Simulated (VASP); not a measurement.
Set up this calculation in VASP 6.6.1, as the native input.

* Task: single point
* Functional: PBE
* Potentials or basis: VASP PAW PBE potentials, release 64 (In_d)
* Cutoff: 520 eV
* k mesh: 20 × 20 × 20
* Occupations: gaussian, width 0.15 eV
* Spin: no spin polarisation
* Dipole correction: no
* Further INCAR settings: ALGO = Fast; EDIFF = 1e-06; NBANDS = 12

The structure of In lies in POSCAR:

```
In
1.0
   -1.5773655000      1.5773655000      2.3997315000
    1.5773655000     -1.5773655000      2.3997315000
    1.5773655000      1.5773655000     -2.3997315000
In
1
Direct
    0.0000000000      0.0000000000      0.0000000000
```

This cell differs from its parent crystal: strain -0.030 along x and y, -0.030 along z.

The input as run:

INCAR

```
SYSTEM = In
  ALGO = Fast
  EDIFF = 1E-6
  ENCUT = 520
  GGA = PE
  ISIF = 2
  ISMEAR = 0
  LASPH = .TRUE.
  LCHARG = .TRUE.
  LELF = .TRUE.
  LREAL = .FALSE.
  LVHAR = .TRUE.
  LWAVE = .FALSE.
  NBANDS = 12
  NELM = 100
  PREC = Accurate
  SIGMA = 0.15
```

KPOINTS

```
k-points
0
G
  20 20 20
  0 0 0
```

Potentials or basis: VASP PAW PBE potentials, release 64 (In_d).

The run is started by

```bash
$ cat potpaw_PBE.64/In_d/POTCAR > POTCAR
$ mpirun -np 1 vasp_std > vasp.out
```

Results of the run:

```
Pressure               : 7.2 GPa
Band gap on the k mesh : zero (an odd number of electrons rules out a gap without spin polarisation)
```

Caveat: the cell differs from its parent crystal (strain -0.030 along x and y, -0.030 along z); the cell stands under pressure; spin-orbit coupling is left out, which moves the levels of the heavy elements.

Wall time 89 s on 1 thread of Intel(R) Xeon(R) Platinum 8259CL CPU @ 2.50GHz (Skylake/Cascade Lake), with other jobs on the host, peak memory 0.28 GiB.
